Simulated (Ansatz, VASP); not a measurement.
One calculation of NaH, two programs

```
Na H
1.0
     3.38426    0.00000    0.00000
    -1.69213    2.93085    0.00000
     0.00000    0.00000    5.94532
Na H
2 2
Cartesian
  0.0000 0.0000 0.0000
  0.0000 0.0000 2.9727
  0.0000 1.9539 1.4863
  1.6921 0.9770 4.4590
```

Alike in both runs: task single point; functional r2SCAN; k mesh 9 × 9 × 4; no spin polarisation.

```csv
,VASP,Ansatz
version,VASP 6.6.1,Ansatz 0.2.0
potentials or method,"VASP PAW PBE potentials, release 64 (Na_pv, H)","plane waves, PAW"
plane-wave cutoff (eV),520,500
occupations,"gaussian, width 0.01 eV",fixed
valence electrons in the cell,16,20
```

Ansatz gave:

- gap on the k mesh at the Fermi level (eV): 3.91
- pressure (GPa): -1.2
- traceless stress, the component that is largest in VASP (GPa): -0.09

Question: Estimate VASP's values.

Answer: gap on the k mesh at the Fermi level (eV): 3.93; pressure (GPa): -1.5; traceless stress, the component that is largest in VASP (GPa): -0.19.

VASP's potentials were made for PBE, not for r2SCAN. VASP's potentials hold 16 valence electrons a cell and Ansatz's 20, so a difference there can come from the potentials and not from the codes.
